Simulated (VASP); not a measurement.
Set up this calculation in VASP 6.6.1, as the native input.

* Task: single point
* Functional: PBE0
* Potentials or basis: VASP PAW PBE potentials, release 64 (Ta_pv)
* Cutoff: 520 eV
* k mesh: 6 × 6 × 4
* Occupations: fermi-dirac, width 0.05 eV
* Spin: no spin polarisation
* Dipole correction: no
* Grid for exact exchange (PRECFOCK): Normal
* Further INCAR settings: ALGO = Normal; EDIFF = 1e-06; NBANDS = 18
* Share of exact exchange: 0.25

Ta:

```xyz
2
Lattice="2.8612 0.0000 0.0000 -1.4306 2.4778 0.0000 0.0000 0.0000 5.0965" Properties=species:S:1:pos:R:3 pbc="T T T"
Ta    0.0000    1.6519    1.2741
Ta    1.4306    0.8259    3.8223
```

This isn't the form of Ta at room conditions, which is bcc.

These files were run (other wordings do the same):

POSCAR

```
Ta
1.0
    2.8611730502      0.0000000000      0.0000000000
   -1.4305865251      2.4778485461      0.0000000000
    0.0000000000      0.0000000000      5.0964509272
Ta
2
Direct
    0.3333333333      0.6666666667      0.2500000000
    0.6666666667      0.3333333333      0.7500000000
```

INCAR.step1

```
SYSTEM = Ta
ALGO = Normal ; EDIFF = 1E-5
ENCUT = 520 ; GGA = PE
ISIF = 2 ; ISMEAR = -1
LASPH = .True. ; LREAL = .False.
LWAVE = .True. ; NBANDS = 18
NELM = 100 ; PREC = Accurate
SIGMA = 0.05
```

INCAR.step2

```
SYSTEM = Ta
AEXX = 0.25 ; ALGO = Normal
EDIFF = 1E-6 ; ENCUT = 520
GGA = PE ; ISIF = 2
ISMEAR = -1 ; ISTART = 1
LASPH = .True. ; LCHARG = .True.
LELF = .True. ; LHFCALC = .True.
LREAL = .False. ; LVHAR = .True.
LWAVE = .False. ; NBANDS = 18
NELM = 100 ; PREC = Accurate
PRECFOCK = Normal ; SIGMA = 0.05
```

KPOINTS

```
k-points
0
Gamma
  6 6 4
  0 0 0
```

Potentials or basis: VASP PAW PBE potentials, release 64 (Ta_pv).

Run with:

```sh
$ cat potpaw_PBE.64/Ta_pv/POTCAR > POTCAR
$ cp INCAR.step1 INCAR
$ mpirun -np 1 vasp_std > vasp.out
$ cp INCAR.step2 INCAR
$ mpirun -np 1 vasp_std > vasp.out
```

Results of the run:

- Pressure: 2.6 GPa
- Band gap on the k mesh: zero (bands 11 and 12 overlap by 3.24 eV)

Caveat: the k points lie up to 0.42 Å⁻¹ apart, too coarse for converged energies and pressures of a metal; the PAW data sets were made with another functional, which shifts forces and pressure a little; spin-orbit coupling is left out, which moves the levels of the heavy elements.

Wall time 17 min on 1 thread of AMD EPYC 9R45 96-Core Processor (Zen 5) (shared host), peak memory 0.14 GiB.
